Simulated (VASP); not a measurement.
# HfSiO4 (I4_1/amd) in VASP: single point with r2SCAN

Aim: the single point of HfSiO4 with r2SCAN.

Everything below comes from runs of VASP 6.6.1. Logs are shortened: lines on timing, memory, paths and dates and some standing lists are left out, and cuts for length are marked.

## Step 1: The cell of the first run

Symmetry: I4_1/amd, No. 141, tetragonal system. The conventional cell has a = 6.582 Å, b = 6.582 Å, c = 5.972 Å, α = 90.00°, β = 90.00°, γ = 90.00°. Within 2.8 Å of Hf (site symmetry -4m2) lie 8 O at 2.12 to 2.26 Å. Within 2.2 Å of Si (site symmetry -4m2) lie 4 O at 1.62 Å. Within 2.3 Å of O (site symmetry m) lie 1 Si at 1.62 Å and 2 Hf at 2.12 to 2.26 Å.

## Step 2: Single point, r2SCAN

The input, POSCAR:

```
HfSiO4
1.0
   -3.2908245977      3.2908245977      2.9857640652
    3.2908245977     -3.2908245977      2.9857640652
    3.2908245977      3.2908245977     -2.9857640652
Hf Si O
2 2 8
Direct
    0.0000000000      0.0000000000      0.0000000000
    0.7500000000      0.2500000000      0.5000000000
    0.2500000000      0.7500000000      0.5000000000
    0.5000000000      0.5000000000      0.0000000000
    0.1352530675      0.3198799960      0.8153730715
    0.0698799960      0.7545069245      0.6846269285
    0.0698799960      0.3852530675      0.3153730715
    0.5045069245      0.3198799960      0.1846269285
    0.6801200040      0.4954930755      0.8153730715
    0.6147469325      0.9301200040      0.6846269285
    0.2454930755      0.9301200040      0.3153730715
    0.6801200040      0.8647469325      0.1846269285
```

The input, INCAR.step1:

```
PREC = Accurate
ENCUT = 520
ISMEAR = 0
SIGMA = 0.01
LREAL = False
LASPH = True
NELM = 80
NBANDS = 50
GGA = PE
ALGO = Normal
EDIFF = 1E-4
LWAVE = True
LCHARG = False
```

The input, INCAR.step2:

```
PREC = Accurate
ENCUT = 520
EDIFF = 1E-7
ISMEAR = 0
SIGMA = 0.01
LREAL = False
LASPH = True
NELM = 80
ALGO = Normal
ISIF = 2
LWAVE = False
LCHARG = False
METAGGA = R2SCAN
LMIXTAU = True
NBANDS = 50
ISTART = 1
```

The input, KPOINTS:

```
Automatic mesh
0
Gamma
  6 6 6
```

Potentials or basis: VASP PAW PBE potentials, release 64 (Hf_pv, Si, O).

The run is started by

```
$ cat potpaw_PBE.64/Hf_pv/POTCAR potpaw_PBE.64/Si/POTCAR potpaw_PBE.64/O/POTCAR > POTCAR
$ cp INCAR.step1 INCAR
$ mpirun -np 1 vasp_std > vasp.out
$ cp INCAR.step2 INCAR
$ mpirun -np 1 vasp_std > vasp.out
```

OUTCAR:

```text
PREC = Accurate
   ENCUT = 520
   EDIFF = 1E-7
   ISMEAR = 0
   LREAL = False
   LASPH = True
   NELM = 80
   ISIF = 2
   METAGGA = R2SCAN
   ISTART = 1

 ion  position               nearest neighbor table
   1  0.000  0.000  0.000-   6 2.12  11 2.12  10 2.12   7 2.12   8 2.26   9 2.26  12 2.26   5 2.26
                             4 2.99   4 2.99   2 3.61   2 3.61   2 3.61   2 3.61
   2  0.750  0.250  0.500-   8 2.12   9 2.12   5 2.12  12 2.12   6 2.26  11 2.26   7 2.26  10 2.26
                             3 2.99   3 2.99   1 3.61   1 3.61   1 3.61   1 3.61
   3  0.250  0.750  0.500-   7 1.62  10 1.62   6 1.62  11 1.62   2 2.99   2 2.99
   4  0.500  0.500  0.000-   5 1.62  12 1.62   9 1.62   8 1.62   1 2.99   1 2.99
   5  0.135  0.320  0.815-   4 1.62   2 2.12   1 2.26
   6  0.070  0.755  0.685-   3 1.62   1 2.12   2 2.26
   7  0.070  0.385  0.315-   3 1.62   1 2.12   2 2.26
   8  0.505  0.320  0.185-   4 1.62   2 2.12   1 2.26
   9  0.680  0.495  0.815-   4 1.62   2 2.12   1 2.26
  10  0.615  0.930  0.685-   3 1.62   1 2.12   2 2.26
  11  0.245  0.930  0.315-   3 1.62   1 2.12   2 2.26
  12  0.680  0.865  0.185-   4 1.62   2 2.12   1 2.26

  LATTYP: Found a body centered tetragonal cell.
 ALAT       =     6.5816491954
 C/A-ratio  =     0.9072996681

  Lattice vectors:

 A1 = (  -3.2908245977,   3.2908245977,   2.9857640652)
 A2 = (   3.2908245977,  -3.2908245977,   2.9857640652)
 A3 = (   3.2908245977,   3.2908245977,  -2.9857640652)

Analysis of symmetry for initial positions (statically):
=====================================================================
 Subroutine PRICEL returns:
 Original cell was already a primitive cell.

 Routine SETGRP: Setting up the symmetry group for a
 body centered tetragonal supercell.

 Subroutine GETGRP returns: Found 16 space group operations
 (whereof  8 operations were pure point group operations)
 out of a pool of 16 trial point group operations.

The static configuration has the point symmetry D_2d.
 The point group associated with its full space group is D_4h.

Analysis of symmetry for dynamics (positions and initial velocities):
=====================================================================
 Subroutine PRICEL returns:
 Original cell was already a primitive cell.

 Routine SETGRP: Setting up the symmetry group for a
 body centered tetragonal supercell.

 Subroutine GETGRP returns: Found 16 space group operations
[... 134 lines left out ...]
   PSTRESS=    0.0 pullay stress
   NELECT =      76.0000    total number of electrons
   NUPDOWN=      -1.0000    fix difference up-down
   EMIN   =  10.00;   EMAX   =-10.00  energy-range for DOS
   EFERMI =   0.00;   METHOD = LEGACY
   ISMEAR =     0;   SIGMA  =   0.01  broadening in eV -4-tet -1-fermi 0-gaus
   EFERMI_NEDOS =   21; number of points for ismear=-14 and -15
   IALGO  =     38    algorithm
   IMIX   =      4    mixing-type and parameters
     AMIX     =   0.40;   BMIX     =  1.00
     AMIX_MAG =   1.60;   BMIX_MAG =  1.00
  volume/ion in A,a.u.               =      10.78        72.73
  Fermi-wavevector in a.u.,A,eV,Ry     =   1.371211  2.591214 25.581951  1.880220
  Thomas-Fermi vector in A             =   2.496928
   LORBIT       =      0    0 simple, 1 ext, 2 COOP (PROOUT), +10 PAW based schemes
   METAGGA = R2SCAN    functional components
   LHFCALC =     F    Hartree Fock is set to
   AEXX    =    0.0000 exact exchange contribution
   IVDW    =     0    specifies the selected vdW correction
   LEPSILON=     F    determine dielectric tensor
   LRPA    =     F    only Hartree local field effects (RPA)
 non-spin polarized calculation
 Gauss-broadening in eV      SIGMA  =   0.01
  energy-cutoff  :      520.00
  volume of cell :      129.34
 maximum number of plane-waves:      3523
 NGX is ok and might be reduce to    42
   NGX = 21   NGY = 21   NGZ = 21

 number of electron      76.0000004 magnetization

 Free energy of the ion-electron system (eV)
  ---------------------------------------------------
  ext. energy  EPLUGINS =         0.00000000
  ---------------------------------------------------
  free energy    TOTEN  =      -197.64229085 eV

  energy without entropy =     -197.64229085  energy(sigma->0) =     -197.64229085

 E-fermi :   2.9297     XC(G=0): -11.7069

 val. band max:        2.8500262482   @ k =   0.0000   0.0000   0.0000
 cond. band min:       8.8084923776   @ k =   0.3333   0.3333   0.1667
 fundamental gap:      5.9584661294
 Fermi energy:         2.9297254217

 k-point     1 :       0.0000    0.0000    0.0000
  band No.  band energies     occupation
      1     -27.4379      2.00000
      2     -27.4379      2.00000
      3     -27.3787      2.00000
      4     -27.3604      2.00000
      5     -27.2575      2.00000
      6     -27.2575      2.00000
[... 1261 lines left out ...]
     49      12.3424      0.00000
     50      13.3213      0.00000

 [... further k-points ...]

------------------------ aborting loop because EDIFF is reached ----------------------------------------

  FORCE on cell =-STRESS in cart. coord.  units (eV):
  Direction    XX          YY          ZZ          XY          YZ          ZX
  --------------------------------------------------------------------------------------
  -------------------------------------------------------------------------------------
  Total       -1.6039085     -1.6039085     -1.0914372      0.0000000      0.0000000      0.0000000
  in kB      -19.8685061    -19.8685061    -13.5202401      0.0000000      0.0000000      0.0000000
  external PRESSURE =     -17.7524174 kB  Pullay stress =       0.0000000 kB

 VOLUME and BASIS-vectors are now :
 -----------------------------------------------------------------------------
  energy-cutoff  :      520.00
  volume of cell :      129.34
      direct lattice vectors                 reciprocal lattice vectors
    -3.290824598  3.290824598  2.985764065     0.000000000  0.151937603  0.167461323
     3.290824598 -3.290824598  2.985764065     0.151937603  0.000000000  0.167461323
     3.290824598  3.290824598 -2.985764065     0.151937603  0.151937603  0.000000000

 POSITION                                       TOTAL-FORCE (eV/Angst)
 -----------------------------------------------------------------------------------
      0.00000      0.00000      0.00000        -0.000000     -0.000000      0.000000
      0.00000      3.29082      1.49288        -0.000000     -0.000000     -0.000000
      3.29082      0.00000      1.49288        -0.000000     -0.000000     -0.000000
      0.00000      0.00000      2.98576        -0.000000     -0.000000      0.000000
      3.29082      2.07567     -1.07559        -0.000000     -0.153430     -0.154192
      4.50597      0.00000      0.41729         0.153430     -0.000000     -0.154192
      2.07567     -0.00000      0.41729        -0.153430     -0.000000     -0.154192
      0.00000      1.21515      1.91017        -0.000000      0.153430     -0.154192
      2.07567      3.29082      1.07559        -0.153430     -0.000000      0.154192
      3.29082      1.21515      2.56847        -0.000000      0.153430      0.154192
      3.29082     -1.21515      2.56847        -0.000000     -0.153430      0.154192
      1.21515      0.00000      4.06136         0.153430     -0.000000      0.154192
 -----------------------------------------------------------------------------------
    total drift:                               -0.000000      0.000000     -0.000000

  FREE ENERGIE OF THE ION-ELECTRON SYSTEM (eV)
  ---------------------------------------------------
  free  energy   TOTEN  =      -197.6422908461 eV

  energy  without entropy=     -197.6422908461  energy(sigma->0) =     -197.64229085
```

OUTCAR.step1:

```text
PREC = Accurate
   ENCUT = 520
   ISMEAR = 0
   LREAL = False
   LASPH = True
[... 1537 lines left out ...]
      2.07567      3.29082      1.07559        -0.348624      0.000000      0.311260
      3.29082      1.21515      2.56847         0.000000      0.348624      0.311260
      3.29082     -1.21515      2.56847         0.000000     -0.348624      0.311260
      1.21515      0.00000      4.06136         0.348624      0.000000      0.311260
 -----------------------------------------------------------------------------------
    total drift:                               -0.000000      0.000000     -0.000000

  FREE ENERGIE OF THE ION-ELECTRON SYSTEM (eV)
  ---------------------------------------------------
  free  energy   TOTEN  =      -108.6172796859 eV

  energy  without entropy=     -108.6172796859  energy(sigma->0) =     -108.61727969
```

OSZICAR.step1:

```text
N       E                     dE             d eps       ncg     rms          rms(c)
DAV:   1     0.468439461695E+03    0.46844E+03   -0.42444E+04  3000   0.148E+03
DAV:   2    -0.957120575118E+02   -0.56415E+03   -0.54717E+03  3654   0.369E+02
DAV:   3    -0.125293778968E+03   -0.29582E+02   -0.29439E+02  3648   0.820E+01
DAV:   4    -0.125668079462E+03   -0.37430E+00   -0.37371E+00  3912   0.101E+01
DAV:   5    -0.125672769005E+03   -0.46895E-02   -0.46872E-02  3768   0.105E+00    0.713E+01
DAV:   6    -0.108679556326E+03    0.16993E+02   -0.67611E+01  3390   0.373E+01    0.581E+01
DAV:   7    -0.108639203419E+03    0.40353E-01   -0.33353E+00  3796   0.837E+00    0.407E+01
DAV:   8    -0.108667317646E+03   -0.28114E-01   -0.62027E-01  3672   0.454E+00    0.119E+01
DAV:   9    -0.108616893871E+03    0.50424E-01   -0.22503E-01  3406   0.237E+00    0.264E+00
DAV:  10    -0.108617374949E+03   -0.48108E-03   -0.10445E-02  3816   0.549E-01    0.397E-01
DAV:  11    -0.108617279686E+03    0.95263E-04   -0.94982E-04  3612   0.156E-01
   1 F= -.10861728E+03 E0= -.10861728E+03  d E =-.309747E-17
```

Wall time 16 min (1 thread of Oxide Virtual Turin-like, shared host); peak memory 0.35 GiB.

Results:

- Free energy: -197.6423 eV
- Pressure: -1.8 GPa
- Largest force: 0.218 eV/Å
- Band gap on the k mesh: 5.96 eV (least direct gap 6.31 eV)

Forces in eV/Å, atoms in the order of the input:
```
Hf   0.000  0.000  0.000
Hf   0.000  0.000  0.000
Si   0.000  0.000  0.000
Si   0.000  0.000  0.000
O    0.000 -0.153 -0.154
O    0.153  0.000 -0.154
O   -0.153  0.000 -0.154
O    0.000  0.153 -0.154
O   -0.153  0.000  0.154
O    0.000  0.153  0.154
O    0.000 -0.153  0.154
O    0.153  0.000  0.154
```

Stress tensor (GPa, compression positive):
```
-1.99  0.00  0.00
 0.00 -1.99  0.00
 0.00  0.00 -1.35
```

Caveat: the PAW data sets were made with another functional, which shifts forces and pressure a little; spin-orbit coupling is left out, which moves the levels of the heavy elements.
